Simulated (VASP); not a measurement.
# Mg2CdN2 (P-3m1) in VASP: notebook

Mg2CdN2 is run at these levels: PBE; tasks: single point.

Program: VASP 6.6.1. These are calculated values, not measurements. Logs are shortened: lines on timing, memory, paths and dates and some standing lists are left out, and cuts for length are marked.

## Step 1: The cell of the first run

It takes space group P-3m1 (No. 164, trigonal). Conventional cell: a = 3.553 Å, b = 3.553 Å, c = 6.014 Å, α = 90.00°, β = 90.00°, γ = 120.00°. Mg (site symmetry 3m) has 4 N at 2.10 to 2.29 Å and 3 Mg at 2.76 Å within 2.8 Å. Within 3.6 Å of Cd (site symmetry -3m) lie 6 N at 2.62 Å and 6 Mg at 2.92 Å and 6 Cd at 3.55 Å. Within 2.8 Å of N (site symmetry 3m) lie 4 Mg at 2.10 to 2.29 Å and 3 Cd at 2.62 Å.

## Step 2: Single point, PBE (strain +0.0050 x Voigt [0, 0, 1, 0, 0, 0])

INCAR reads:

```
SYSTEM = Mg2CdN2
PREC = Accurate
ENCUT = 520
EDIFF = 1E-7
ISMEAR = 0
SIGMA = 0.03
LREAL = .False.
LASPH = .True.
NELM = 80
ALGO = Normal
ISIF = 2
LWAVE = .False.
LCHARG = .False.
GGA = PE
NBANDS = 21
```

KPOINTS reads:

```
regular mesh
0
Gamma
  12 12 6
  0 0 0
```

POSCAR reads:

```
Mg2CdN2
1.0
    3.5528825911      0.0000000000      0.0000000000
   -1.7764412955      3.0768865806      0.0000000000
    0.0000000000      0.0000000000      6.0137501614
Mg Cd N
2 1 2
Direct
    0.6666666667      0.3333333333      0.1534420000
    0.3333333333      0.6666666667      0.8465580000
    0.0000000000      0.0000000000      0.5000000000
    0.6666666667      0.3333333333      0.7722310000
    0.3333333333      0.6666666667      0.2277690000
```

Potentials or basis: VASP PAW PBE potentials, release 64 (Mg, Cd, N).

Launch:

```
$ cat potpaw_PBE.64/Mg/POTCAR potpaw_PBE.64/Cd/POTCAR potpaw_PBE.64/N/POTCAR > POTCAR
$ mpirun -np 1 vasp_std > vasp.out
```

OUTCAR:

```text
SYSTEM = Mg2CdN2
   PREC = Accurate
   ENCUT = 520
   EDIFF = 1E-7
   ISMEAR = 0
   LREAL = .False.
   LASPH = .True.
   NELM = 80
   ISIF = 2
   GGA = PE

 ion  position               nearest neighbor table
   1  0.667  0.333  0.153-   5 2.10   5 2.10   5 2.10   4 2.29   2 2.76   2 2.76   2 2.76   3 2.92
                             3 2.92   3 2.92
   2  0.333  0.667  0.847-   4 2.10   4 2.10   4 2.10   5 2.29   1 2.76   1 2.76   1 2.76   3 2.92
                             3 2.92   3 2.92
   3  0.000  0.000  0.500-   4 2.62   5 2.62   4 2.62   5 2.62   4 2.62   5 2.62   1 2.92   2 2.92
                             2 2.92   1 2.92   1 2.92   2 2.92
   4  0.667  0.333  0.772-   2 2.10   2 2.10   2 2.10   1 2.29   3 2.62   3 2.62   3 2.62
   5  0.333  0.667  0.228-   1 2.10   1 2.10   1 2.10   2 2.29   3 2.62   3 2.62   3 2.62

  LATTYP: Found a hexagonal cell.
 ALAT       =     3.5528825911
 C/A-ratio  =     1.6926397108

  Lattice vectors:

 A1 = (   3.5528825911,   0.0000000000,   0.0000000000)
 A2 = (  -1.7764412955,   3.0768865806,   0.0000000000)
 A3 = (   0.0000000000,   0.0000000000,   6.0137501614)

Analysis of symmetry for initial positions (statically):
=====================================================================
 Subroutine PRICEL returns:
 Original cell was already a primitive cell.

 Routine SETGRP: Setting up the symmetry group for a
 hexagonal supercell.

 Subroutine GETGRP returns: Found 12 space group operations
 (whereof 12 operations were pure point group operations)
 out of a pool of 24 trial point group operations.

The static configuration has the point symmetry D_3d.

Analysis of symmetry for dynamics (positions and initial velocities):
=====================================================================
 Subroutine PRICEL returns:
 Original cell was already a primitive cell.

 Routine SETGRP: Setting up the symmetry group for a
 hexagonal supercell.

 Subroutine GETGRP returns: Found 12 space group operations
 (whereof 12 operations were pure point group operations)
 out of a pool of 24 trial point group operations.

The dynamic configuration has the point symmetry D_3d.

 Subroutine INISYM returns: Found 12 space group operations
 (whereof 12 operations are pure point group operations),
 and found     1 'primitive' translations

[... 100 lines left out ...]
   EDIFF  = 0.1E-06   stopping-criterion for ELM
   LREAL  =      F    real-space projection
   EDIFFG = 0.1E-05   stopping-criterion for IOM
   NSW    =      0    number of steps for IOM
   IBRION =     -1    ionic relax: 0-MD 1-quasi-New 2-CG
   NFREE  =      0    steps in history (QN), initial steepest desc. (CG)
   ISIF   =      2    stress and relaxation
   ISYM   =      2    0-nonsym 1-usesym 2-fastsym
   POTIM  = 0.5000    time-step for ionic-motion
   TEBEG  =    0.0;   TEEND  =   0.0 temperature during run
   PSTRESS=    0.0 pullay stress
   NELECT =      26.0000    total number of electrons
   NUPDOWN=      -1.0000    fix difference up-down
   EMIN   =  10.00;   EMAX   =-10.00  energy-range for DOS
   EFERMI =   0.00;   METHOD = LEGACY
   ISMEAR =     0;   SIGMA  =   0.03  broadening in eV -4-tet -1-fermi 0-gaus
   EFERMI_NEDOS =   21; number of points for ismear=-14 and -15
   IALGO  =     38    algorithm
   IMIX   =      4    mixing-type and parameters
     AMIX     =   0.40;   BMIX     =  1.00
     AMIX_MAG =   1.60;   BMIX_MAG =  1.00
  volume/ion in A,a.u.               =      13.15        88.73
  Fermi-wavevector in a.u.,A,eV,Ry     =   1.201674  2.270835 19.647094  1.444021
  Thomas-Fermi vector in A             =   2.337476
   LORBIT       =      0    0 simple, 1 ext, 2 COOP (PROOUT), +10 PAW based schemes
   GGA     = PE    functional components
   LHFCALC =     F    Hartree Fock is set to
   AEXX    =    0.0000 exact exchange contribution
   IVDW    =     0    specifies the selected vdW correction
   LEPSILON=     F    determine dielectric tensor
   LRPA    =     F    only Hartree local field effects (RPA)
 non-spin polarized calculation
 Gauss-broadening in eV      SIGMA  =   0.03
  energy-cutoff  :      520.00
  volume of cell :       65.74
 maximum number of plane-waves:      1810
 NGX is ok and might be reduce to    28
   NGX = 13   NGY = 13   NGZ = 23

 number of electron      26.0000002 magnetization

 Free energy of the ion-electron system (eV)
  ---------------------------------------------------
  ext. energy  EPLUGINS =         0.00000000
  ---------------------------------------------------
  free energy    TOTEN  =       -21.63202675 eV

  energy without entropy =      -21.63202675  energy(sigma->0) =      -21.63202675

 E-fermi :   2.9012     XC(G=0): -10.6062

 val. band max:        2.7645348476   @ k =   0.1667   0.0833   0.0000
 cond. band min:       3.0569243810   @ k =   0.0000   0.0000   0.0000
 fundamental gap:      0.2923895334
 Fermi energy:         2.9012277583

 k-point     1 :       0.0000    0.0000    0.0000
  band No.  band energies     occupation
      1     -10.4354      2.00000
      2      -9.4238      2.00000
      3      -4.9554      2.00000
      4      -4.8247      2.00000
      5      -4.8247      2.00000
      6      -4.6454      2.00000
[... 565 lines left out ...]
     20      13.0960      0.00000
     21      13.4964      0.00000

 [... further k-points ...]

------------------------ aborting loop because EDIFF is reached ----------------------------------------

  FORCE on cell =-STRESS in cart. coord.  units (eV):
  Direction    XX          YY          ZZ          XY          YZ          ZX
  --------------------------------------------------------------------------------------
  -------------------------------------------------------------------------------------
  Total       -0.2523931     -0.2523931     -0.4015568     -0.0000000     -0.0000000      0.0000000
  in kB       -6.1510655     -6.1510655     -9.7863288     -0.0000000     -0.0000000      0.0000000
  external PRESSURE =      -7.3628199 kB  Pullay stress =       0.0000000 kB

 VOLUME and BASIS-vectors are now :
 -----------------------------------------------------------------------------
  energy-cutoff  :      520.00
  volume of cell :       65.74
      direct lattice vectors                 reciprocal lattice vectors
     3.552882591  0.000000000  0.000000000     0.281461595  0.162501927  0.000000000
    -1.776441295  3.076886581  0.000000000     0.000000000  0.325003855  0.000000000
     0.000000000  0.000000000  6.013750161     0.000000000  0.000000000  0.166285591

 POSITION                                       TOTAL-FORCE (eV/Angst)
 -----------------------------------------------------------------------------------
      1.77644      1.02563      0.92276         0.000000      0.000000      0.031213
     -0.00000      2.05126      5.09099        -0.000000      0.000000     -0.031213
      0.00000      0.00000      3.00688        -0.000000      0.000000      0.000000
      1.77644      1.02563      4.64400        -0.000000      0.000000      0.017194
     -0.00000      2.05126      1.36975        -0.000000     -0.000000     -0.017194
 -----------------------------------------------------------------------------------
    total drift:                                0.000000     -0.000000      0.000000

  FREE ENERGIE OF THE ION-ELECTRON SYSTEM (eV)
  ---------------------------------------------------
  free  energy   TOTEN  =       -21.6320267465 eV

  energy  without entropy=      -21.6320267465  energy(sigma->0) =      -21.63202675
```

OSZICAR:

```text
N       E                     dE             d eps       ncg     rms          rms(c)
DAV:   1     0.149701766669E+03    0.14970E+03   -0.12715E+04  4200   0.114E+03
DAV:   2    -0.166793506982E+02   -0.16638E+03   -0.15699E+03  4944   0.276E+02
DAV:   3    -0.273270619076E+02   -0.10648E+02   -0.10579E+02  5094   0.713E+01
DAV:   4    -0.274138421571E+02   -0.86780E-01   -0.86763E-01  4380   0.684E+00
DAV:   5    -0.274142812401E+02   -0.43908E-03   -0.43908E-03  4926   0.483E-01    0.125E+01
DAV:   6    -0.216552626859E+02    0.57590E+01   -0.23972E+01  5475   0.557E+01    0.920E+00
DAV:   7    -0.217046342759E+02   -0.49372E-01   -0.26987E+00  4230   0.127E+01    0.448E+00
DAV:   8    -0.216477878309E+02    0.56846E-01   -0.36052E-01  4668   0.353E+00    0.139E+00
DAV:   9    -0.216327909111E+02    0.14997E-01   -0.38921E-02  4770   0.131E+00    0.421E-01
DAV:  10    -0.216318625593E+02    0.92835E-03   -0.11071E-02  4430   0.700E-01    0.121E-01
DAV:  11    -0.216320153200E+02   -0.15276E-03   -0.65754E-04  4395   0.213E-01    0.471E-02
DAV:  12    -0.216320244820E+02   -0.91619E-05   -0.11692E-04  4792   0.796E-02    0.158E-02
DAV:  13    -0.216320264461E+02   -0.19641E-05   -0.78936E-06  4420   0.205E-02    0.444E-03
DAV:  14    -0.216320268002E+02   -0.35414E-06   -0.93542E-07  4546   0.589E-03    0.209E-03
DAV:  15    -0.216320267465E+02    0.53678E-07   -0.36818E-07  3783   0.325E-03
   1 F= -.21632027E+02 E0= -.21632027E+02  d E =-.232322E-12
```

Wall time 3.3 min (1 thread of Intel Xeon 8259CL, shared host); peak memory 0.29 GiB.

Results:

```yaml
Free_energy: -21.6320 eV
Pressure: -0.7 GPa
Largest_force: 0.031 eV/Å
Band_gap_on_the_k_mesh: 0.29 eV (least direct gap 0.64 eV)
```

Forces in eV/Å, atoms in the order of the input:
```
Mg   0.000  0.000  0.031
Mg   0.000  0.000 -0.031
Cd   0.000  0.000  0.000
N    0.000  0.000  0.017
N    0.000  0.000 -0.017
```

Caveat: the cell differs from its parent crystal (strain +0.0050 x Voigt [0, 0, 1, 0, 0, 0]).

## Step 3: Single point, PBE (strain +0.0150 x Voigt [0, 0, 1, 0, 0, 0])

INCAR reads:

```
PREC = Accurate
ENCUT = 520
EDIFF = 1E-6
ISMEAR = 0
SIGMA = 0.03
LREAL = F
LASPH = T
NELM = 60
ALGO = Normal
ISIF = 2
LWAVE = F
LCHARG = F
GGA = PE
NBANDS = 21
```

KPOINTS reads:

```
Automatic mesh
0
Gamma
  12 12 6
```

POSCAR: that of step 2 with these lines changed.

```diff
@@ -4,3 +4,3 @@
    -1.7764412955      3.0768865806      0.0000000000
-    0.0000000000      0.0000000000      6.0137501614
+    0.0000000000      0.0000000000      6.0735884715
 Mg Cd N
```

Potentials or basis: VASP PAW PBE potentials, release 64 (Mg, Cd, N).

Launch:

```
$ cat potpaw_PBE.64/Mg/POTCAR potpaw_PBE.64/Cd/POTCAR potpaw_PBE.64/N/POTCAR > POTCAR
$ mpirun -np 1 vasp_std > vasp.out
```

Run time: 2.7 min. Hardware: 1 thread of Intel Xeon 8259CL, shared host; peak memory 0.29 GiB.

It converged, with:

```yaml
Free_energy: -21.6254 eV
Pressure: -1.6 GPa
Largest_force: 0.045 eV/Å
Band_gap_on_the_k_mesh: 0.24 eV (least direct gap 0.56 eV)
```

Forces in eV/Å, atoms in the order of the input:
```
Mg   0.000  0.000  0.045
Mg   0.000  0.000 -0.045
Cd   0.000  0.000  0.000
N    0.000  0.000  0.035
N    0.000  0.000 -0.035
```

Stress tensor (GPa, compression positive):
```
-1.23  0.00  0.00
 0.00 -1.23  0.00
 0.00  0.00 -2.40
```

Levels at points of the mesh, in eV from the valence-band top:
| k point | band 10 | band 11 | band 12 | band 13 | band 14 | band 15 | band 16 | band 17 |
| --- | --- | --- | --- | --- | --- | --- | --- | --- |
| (0.00, 0.00, 0.00) | -0.33 | -0.33 | -0.31 | -0.31 | 0.24 | 4.22 | 6.76 | 9.11 |
| (0.50, 0.00, 0.00) | -2.33 | -1.39 | -0.95 | -0.20 | 3.44 | 3.94 | 4.99 | 7.04 |
| (0.00, 0.00, 0.50) | -0.54 | -0.54 | -0.08 | -0.08 | 2.90 | 2.93 | 7.55 | 8.78 |
| (0.50, 0.00, 0.50) | -1.25 | -0.92 | -0.77 | -0.59 | 2.79 | 3.01 | 6.58 | 7.53 |

Caveat: the cell differs from its parent crystal (strain +0.0150 x Voigt [0, 0, 1, 0, 0, 0]). A k mesh can miss the band edges.
